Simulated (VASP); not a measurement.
# CdF2 (fluorite type) (R3m) in VASP: single point with PBE

Aim: the single point of CdF2 (fluorite type) with PBE.

Program: VASP 6.6.1. These are calculated values, not measurements. Logs are shortened: lines on timing, memory, paths and dates and some standing lists are left out, and cuts for length are marked.

**1. The cell of the first run**

The structure is trigonal, space group R3m (No. 160). The conventional cell has a = 3.876 Å, b = 3.876 Å, c = 9.494 Å, α = 90.00°, β = 90.00°, γ = 120.00°. Cd (site symmetry 3m) has 8 F at 2.17 to 2.57 Å within 2.9 Å. F (site symmetry 3m) has 4 Cd at 2.17 to 2.45 Å and 6 F at 2.74 Å within 2.9 Å. F (site symmetry 3m) has 4 Cd at 2.31 to 2.57 Å and 6 F at 2.74 Å within 3.1 Å.

**2. Single point, PBE (atom 1 (Cd) moved by [0.11547, 0.11547, 0.11547] A)**

Contents of INCAR:

```
SYSTEM = CdF2
ALGO = Normal
EDIFF = 1E-7
ENCUT = 520
GGA = PE
ISIF = 2
ISMEAR = -1
LASPH = .True.
LCHARG = .False.
LREAL = .False.
LWAVE = .False.
NBANDS = 20
NELM = 80
PREC = Accurate
SIGMA = 0.05
```

Contents of KPOINTS:

```
k-points
0
Gamma
  11 11 11
  0 0 0
```

Contents of POSCAR:

```
CdF2
1.0
    0.0000000000      2.7407197206      2.7407197206
    2.7407197206      0.0000000000      2.7407197206
    2.7407197206      2.7407197206      0.0000000000
Cd F
1 2
Direct
    0.0210656345      0.0210656345      0.0210656345
    0.2500000000      0.2500000000      0.2500000000
    0.7500000000      0.7500000000      0.7500000000
```

Potentials or basis: VASP PAW PBE potentials, release 64 (Cd, F).

Started as:

```
> cat potpaw_PBE.64/Cd/POTCAR potpaw_PBE.64/F/POTCAR > POTCAR
> mpirun -np 1 vasp_std > vasp.out
```

OUTCAR:

```text
SYSTEM = CdF2
   EDIFF = 1E-7
   ENCUT = 520
   GGA = PE
   ISIF = 2
   ISMEAR = -1
   LASPH = .True.
   LREAL = .False.
   NELM = 80
   PREC = Accurate

 ion  position               nearest neighbor table
   1  0.021  0.021  0.021-   2 2.17   3 2.31   3 2.31   3 2.31   2 2.45   2 2.45   2 2.45   3 2.57

   2  0.250  0.250  0.250-   1 2.17   1 2.45   1 2.45   1 2.45
   3  0.750  0.750  0.750-   1 2.31   1 2.31   1 2.31   1 2.57

  LATTYP: Found a face centered cubic cell.
 ALAT       =     5.4814394412

  Lattice vectors:

 A1 = (   0.0000000000,   2.7407197206,   2.7407197206)
 A2 = (   2.7407197206,   0.0000000000,   2.7407197206)
 A3 = (   2.7407197206,   2.7407197206,   0.0000000000)

Analysis of symmetry for initial positions (statically):
=====================================================================
 Subroutine PRICEL returns:
 Original cell was already a primitive cell.

 Routine SETGRP: Setting up the symmetry group for a
 face centered cubic supercell.

 Subroutine GETGRP returns: Found  6 space group operations
 (whereof  6 operations were pure point group operations)
 out of a pool of 48 trial point group operations.

The static configuration has the point symmetry C_3v.

Analysis of symmetry for dynamics (positions and initial velocities):
=====================================================================
 Subroutine PRICEL returns:
 Original cell was already a primitive cell.

 Routine SETGRP: Setting up the symmetry group for a
 face centered cubic supercell.

 Subroutine GETGRP returns: Found  6 space group operations
 (whereof  6 operations were pure point group operations)
 out of a pool of 48 trial point group operations.

The dynamic configuration has the point symmetry C_3v.

 Subroutine INISYM returns: Found  6 space group operations
 (whereof  6 operations are pure point group operations),
 and found     1 'primitive' translations

----------------------------------------------------------------------------------------

                                     Primitive cell

  volume of cell :      41.1741

  direct lattice vectors                    reciprocal lattice vectors
     0.000000000  2.740719721  2.740719721    -0.182433832  0.182433832  0.182433832
     2.740719721  0.000000000  2.740719721     0.182433832 -0.182433832  0.182433832
     2.740719721  2.740719721  0.000000000     0.182433832  0.182433832 -0.182433832

  length of vectors
     3.875963000  3.875963000  3.875963000     0.315984665  0.315984665  0.315984665

  position of ions in fractional coordinates (direct lattice)
     0.021065634  0.021065634  0.021065634
     0.250000000  0.250000000  0.250000000
     0.750000000  0.750000000  0.750000000

  ion indices of the primitive-cell ions
   primitive index   ion index
                 1           1
                 2           2
                 3           3

----------------------------------------------------------------------------------------

 KPOINTS: k-points

Automatic generation of k-mesh.
 Grid dimensions read from file:
 generate k-points for:   11   11   11

 Generating k-lattice:

  Cartesian coordinates                     Fractional coordinates (reciprocal lattice)
    -0.016584894  0.016584894  0.016584894     0.090909091  0.000000000  0.000000000
     0.016584894 -0.016584894  0.016584894     0.000000000  0.090909091  0.000000000
     0.016584894  0.016584894 -0.016584894     0.000000000  0.000000000  0.090909091

  Length of vectors
     0.028725879  0.028725879  0.028725879

  Shift w.r.t. Gamma in fractional coordinates (k-lattice)
     0.000000000  0.000000000  0.000000000

 Subroutine IBZKPT returns following result:
 ===========================================

 Found    146 irreducible k-points:

 Following reciprocal coordinates:
            Coordinates               Weight
  0.000000  0.000000  0.000000      1.000000
  0.090909  0.000000  0.000000      6.000000
  0.090909  0.090909  0.090909      2.000000
  0.181818  0.000000  0.000000      6.000000
  0.181818  0.181818  0.181818      2.000000
  0.272727  0.000000  0.000000      6.000000
[... 16 lines left out ...]
  0.090909  0.090909 -0.363636      6.000000
  0.454545  0.363636  0.454545      6.000000
 [... further k-points ...]
   k-points           NKPTS =    146   k-points in BZ     NKDIM =    146   number of bands    NBANDS=     20
   number of dos      NEDOS =    301   number of ions     NIONS =      3
   total plane-waves  NPLWV =  27000
   dimension x,y,z NGX =    30 NGY =   30 NGZ =   30
   dimension x,y,z NGXF=    60 NGYF=   60 NGZF=   60
   ions per type =               1   2
   NGX,Y,Z   is equivalent  to a cutoff of  12.87, 12.87, 12.87 a.u.
   NGXF,Y,Z  is equivalent  to a cutoff of  25.73, 25.73, 25.73 a.u.
 SYSTEM =  CdF2
   PREC   = accura    normal or accurate (medium, high low for compatibility)
   ISTART =      0    job   : 0-new  1-cont  2-samecut
   ICHARG =      2    charge: 1-file 2-atom 10-const
   ISPIN  =      1    spin polarized calculation?
   LNONCOLLINEAR =      F non collinear calculations
   LSORBIT =      F    spin-orbit coupling
   LASPH  =      T    aspherical Exc in radial PAW
   ENCUT  =  520.0 eV  38.22 Ry    6.18 a.u.   7.21  7.21  7.21*2*pi/ulx,y,z
   NELM   =     80;   NELMIN=  2; NELMDL= -5     # of ELM steps
   EDIFF  = 0.1E-06   stopping-criterion for ELM
   LREAL  =      F    real-space projection
   EDIFFG = 0.1E-05   stopping-criterion for IOM
   NSW    =      0    number of steps for IOM
   IBRION =     -1    ionic relax: 0-MD 1-quasi-New 2-CG
   NFREE  =      0    steps in history (QN), initial steepest desc. (CG)
   ISIF   =      2    stress and relaxation
   ISYM   =      2    0-nonsym 1-usesym 2-fastsym
   POTIM  = 0.5000    time-step for ionic-motion
   TEBEG  =    0.0;   TEEND  =   0.0 temperature during run
   PSTRESS=    0.0 pullay stress
   NELECT =      26.0000    total number of electrons
   NUPDOWN=      -1.0000    fix difference up-down
   EMIN   =  10.00;   EMAX   =-10.00  energy-range for DOS
   EFERMI =   0.00;   METHOD = LEGACY
   ISMEAR =    -1;   SIGMA  =   0.05  broadening in eV -4-tet -1-fermi 0-gaus
   EFERMI_NEDOS =   21; number of points for ismear=-14 and -15
   IALGO  =     38    algorithm
   IMIX   =      4    mixing-type and parameters
     AMIX     =   0.40;   BMIX     =  1.00
     AMIX_MAG =   1.60;   BMIX_MAG =  1.00
  volume/ion in A,a.u.               =      13.72        92.62
  Fermi-wavevector in a.u.,A,eV,Ry     =   1.404509  2.654138 26.839488  1.972647
  Thomas-Fermi vector in A             =   2.527064
   LORBIT       =      0    0 simple, 1 ext, 2 COOP (PROOUT), +10 PAW based schemes
   GGA     = PE    functional components
   LHFCALC =     F    Hartree Fock is set to
   AEXX    =    0.0000 exact exchange contribution
   IVDW    =     0    specifies the selected vdW correction
   LEPSILON=     F    determine dielectric tensor
   LRPA    =     F    only Hartree local field effects (RPA)
 non-spin polarized calculation
  energy-cutoff  :      520.00
  volume of cell :       41.17
 maximum number of plane-waves:      1129
 NGX is ok and might be reduce to    30
   NGX = 15   NGY = 15   NGZ = 15

 number of electron      25.9999989 magnetization

 Free energy of the ion-electron system (eV)
  ---------------------------------------------------
  ext. energy  EPLUGINS =         0.00000000
  ---------------------------------------------------
  free energy    TOTEN  =       -10.80885473 eV

  energy without entropy =      -10.80885473  energy(sigma->0) =      -10.80885473

 E-fermi :  -0.6218     XC(G=0): -10.1245

 val. band max:       -1.7221529065   @ k =  -0.2727   0.4545   0.1818
 cond. band min:       1.2238938717   @ k =   0.0000   0.0000   0.0000
 fundamental gap:      2.9460467782
 Fermi energy:        -0.6218448111

 k-point     1 :       0.0000    0.0000    0.0000
  band No.  band energies     occupation
      1     -22.2501      2.00000
      2     -21.2956      2.00000
      3      -7.1818      2.00000
      4      -7.1679      2.00000
      5      -7.1679      2.00000
      6      -6.1913      2.00000
[... 12 lines left out ...]
     19      17.7069      0.00000
     20      17.7069      0.00000

 k-point     2 :       0.0909    0.0000    0.0000
  band No.  band energies     occupation
      1     -22.2282      2.00000
      2     -21.3153      2.00000
      3      -7.2173      2.00000
      4      -7.1390      2.00000
      5      -7.0300      2.00000
      6      -6.1990      2.00000
[... 12 lines left out ...]
     19      17.4980      0.00000
     20      17.5334      0.00000

 k-point     3 :       0.0909    0.0909    0.0909
  band No.  band energies     occupation
      1     -22.2280      2.00000
      2     -21.3155      2.00000
      3      -7.1405      2.00000
      4      -7.1405      2.00000
      5      -7.1082      2.00000
      6      -6.1971      2.00000
[... 12 lines left out ...]
     19      17.4878      0.00000
     20      17.4878      0.00000

 k-point     4 :       0.1818    0.0000    0.0000
  band No.  band energies     occupation
      1     -22.1626      2.00000
      2     -21.3721      2.00000
      3      -7.1768      2.00000
      4      -7.0630      2.00000
      5      -6.7867      2.00000
      6      -6.2130      2.00000
[... 12 lines left out ...]
     19      17.0609      0.00000
     20      17.4166      0.00000

 k-point     5 :       0.1818    0.1818    0.1818
  band No.  band energies     occupation
      1     -22.1619      2.00000
      2     -21.3728      2.00000
      3      -7.0694      2.00000
      4      -7.0694      2.00000
      5      -6.9015      2.00000
      6      -6.2052      2.00000
[... 12 lines left out ...]
     19      17.0330      0.00000
     20      17.1396      0.00000
[... 353 lines left out ...]
      6      -6.2466      2.00000
[... 12 lines left out ...]
     19      16.8794      0.00000
     20      18.2543      0.00000

 k-point    22 :       0.4545    0.0909    0.0000
  band No.  band energies     occupation
      1     -21.8555      2.00000
      2     -21.6431      2.00000
      3      -6.9334      2.00000
      4      -6.8415      2.00000
      5      -6.2159      2.00000
      6      -6.1227      2.00000
[... 12 lines left out ...]
     19      16.5217      0.00000
     20      18.0880      0.00000

 k-point    23 :       0.0909    0.0909   -0.3636
  band No.  band energies     occupation
      1     -21.8561      2.00000
      2     -21.6426      2.00000
      3      -6.9354      2.00000
      4      -6.8434      2.00000
      5      -6.2316      2.00000
      6      -6.1247      2.00000
[... 12 lines left out ...]
     19      16.5769      0.00000
     20      18.0328      0.00000

 k-point    24 :       0.4545    0.3636    0.4545
  band No.  band energies     occupation
      1     -21.8541      2.00000
      2     -21.6444      2.00000
      3      -6.8778      2.00000
      4      -6.8708      2.00000
      5      -6.1724      2.00000
      6      -6.1279      2.00000
[... 12 lines left out ...]
     19      16.5131      0.00000
     20      18.1064      0.00000

 [... further k-points ...]
[... 5 lines left out ...]
  --------------------------------------------------------------------------------------
  -------------------------------------------------------------------------------------
  Total        0.6483486      0.6483486      0.6483486      0.3284527      0.3284527      0.3284527
  in kB       25.2287255     25.2287255     25.2287255     12.7808463     12.7808463     12.7808463
  external PRESSURE =      25.2287255 kB  Pullay stress =       0.0000000 kB

 VOLUME and BASIS-vectors are now :
 -----------------------------------------------------------------------------
  energy-cutoff  :      520.00
  volume of cell :       41.17
      direct lattice vectors                 reciprocal lattice vectors
     0.000000000  2.740719721  2.740719721    -0.182433832  0.182433832  0.182433832
     2.740719721  0.000000000  2.740719721     0.182433832 -0.182433832  0.182433832
     2.740719721  2.740719721  0.000000000     0.182433832  0.182433832 -0.182433832

 POSITION                                       TOTAL-FORCE (eV/Angst)
 -----------------------------------------------------------------------------------
      0.11547      0.11547      0.11547        -0.611874     -0.611874     -0.611874
      1.37036      1.37036      1.37036         0.472283      0.472283      0.472283
      4.11108      4.11108      4.11108         0.139591      0.139591      0.139591
 -----------------------------------------------------------------------------------
    total drift:                               -0.000236     -0.000236     -0.000236

  FREE ENERGIE OF THE ION-ELECTRON SYSTEM (eV)
  ---------------------------------------------------
  free  energy   TOTEN  =       -10.8088547317 eV

  energy  without entropy=      -10.8088547316  energy(sigma->0) =      -10.80885473
```

Run time: 62 s. Hardware: 1 thread of AMD EPYC 9R45 (Zen 5), shared host; peak memory 0.22 GiB.

Results:

```
Free energy            : -10.8089 eV
Pressure               : 2.5 GPa
Largest force          : 1.060 eV/Å
Band gap on the k mesh : 2.95 eV (least direct gap 3.48 eV)
```

Forces in eV/Å, atoms in the order of the input:
```
Cd  -0.612 -0.612 -0.612
F    0.472  0.472  0.472
F    0.140  0.140  0.140
```

Caveat: the cell differs from its parent crystal (atom 1 (Cd) moved by [0.11547, 0.11547, 0.11547] A); forces of over 1 eV/Å act on the atoms, so gaps and moduli don't describe the material at rest. A k mesh can miss the band edges.
